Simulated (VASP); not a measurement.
Runs of VASP 6.6.1 on Al. The structure is that of space group P6_3/mmc (No. 194), or close to it. The cells are those of the table. This isn't the form of Al at room conditions, which is fcc.

| cell | gap on the mesh (eV) | pressure (GPa) |
| --- | --- | --- |
| a = 2.854, b = 2.854, c = 10.439 Å, angles 90.0, 90.0, 120.0°, 4 atoms | none | (c) |
| a = 2.617, b = 2.617, c = 8.043 Å, angles 90.0, 90.0, 120.0°, 4 atoms | none | 45.7 |
| a = 3.011, b = 3.011, c = 9.241 Å, angles 90.0, 90.0, 120.0°, 4 atoms | none | (a) |
| a = 2.775, b = 2.775, c = 7.245 Å, angles 90.0, 90.0, 120.0°, 4 atoms | none | (b) |
| a = 2.854, b = 2.854, c = 10.838 Å, angles 90.0, 90.0, 120.0°, 4 atoms | none | (d) |
| a = 2.775, b = 2.775, c = 8.842 Å, angles 90.0, 90.0, 120.0°, 4 atoms | none | 7.3 |
| a = 2.657, b = 2.657, c = 9.640 Å, angles 90.0, 90.0, 120.0°, 4 atoms | none | 9.1 |
| a = 2.775, b = 2.775, c = 11.237 Å, angles 90.0, 90.0, 120.0°, 4 atoms | none | -6.5 |
| a = 2.736, b = 2.736, c = 7.644 Å, angles 90.0, 90.0, 120.0°, 4 atoms | none | 40.8 |
| a = 2.617, b = 2.617, c = 7.644 Å, angles 90.0, 90.0, 120.0°, 4 atoms | none | 61.7 |
| a = 2.972, b = 2.972, c = 9.640 Å, angles 90.0, 90.0, 120.0°, 4 atoms | none | -9.1 |
| a = 2.933, b = 2.933, c = 8.043 Å, angles 90.0, 90.0, 120.0°, 4 atoms | none | 9.4 |

Alike in all rows: task single point; level PBE+D3(BJ); potentials or basis VASP PAW PBE potentials, release 64 (Al); no spin polarisation; k mesh 18 × 18 × 4; cutoff (eV) 520; smearing gaussian 0.15 eV.

Estimate the missing entries.

(a) -8.2; (b) 51.5; (c) -8.1; (d) -8.9.

Caveats: the cell stands under tension (at least some runs); the stress differs along the axes, from 41 to 56 GPa (at least some runs); the stress differs along the axes, from 36 to 82 GPa (at least some runs); the cell stands under pressure (at least some runs); the stress differs along the axes, from 0 to 13 GPa (at least some runs); the stress differs along the axes, from -12 to -4 GPa (at least some runs); the stress differs along the axes, from 29 to 65 GPa (at least some runs).

A gap of «none» marks levels without a gap at the run's occupations.
